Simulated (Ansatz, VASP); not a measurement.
C in VASP and in Ansatz

```xyz
8
Lattice="-2.4104 2.4225 2.4225 2.4104 -2.3983 2.3983 2.4104 2.3983 -2.3983" Properties=species:S:1:pos:R:3 pbc="T T T"
C    -0.7845    0.7884    0.7884
C     1.6259    1.6340    1.6340
C     0.7845   -0.7806    0.7806
C     0.7845    0.7806   -0.7806
C     1.6259   -1.6178    1.6178
C     0.7845    0.7884    0.7884
C    -1.6259    1.6340    1.6340
C     1.6259    1.6178   -1.6178
```

Change from the starting cell: strain +0.0100 x Voigt [0, 0, 0, 1, 0, 0], atoms carried along.

Alike in both runs: task single point; functional LDA; k mesh 8 × 8 × 8; occupations gaussian, width 0.05 eV; no spin polarisation.

|  | VASP | Ansatz |
| --- | --- | --- |
| version | VASP 6.6.1 | Ansatz 0.2.0 |
| potentials or method | VASP PAW LDA potentials, release 64 (C), cutoff 520 eV | scalar-relativistic, plane waves, PAW |
| valence electrons in the cell | 32 | 32 |

|  | VASP | Ansatz | Ansatz less VASP |
| --- | --- | --- | --- |
| gap on the k mesh at the Fermi level (eV) | 2.95 | 2.95 | +0.008 |
| least direct gap on the mesh (eV) | 3.76 | 3.78 | +0.021 |
| pressure (GPa) | 1.1 | 0.0 | -1.08 |
| traceless stress, the component that is largest in VASP (GPa) | -2.95 | -2.97 | -0.016 |
| rms of the force components (eV/Å) | 0.032 | 0.015 | -0.0170 |

LDA's correlation is that of Perdew and Zunger in VASP and of Perdew and Wang (1992) in Ansatz. Atom by atom the forces differ by 0.029 eV/Å (rms over components).
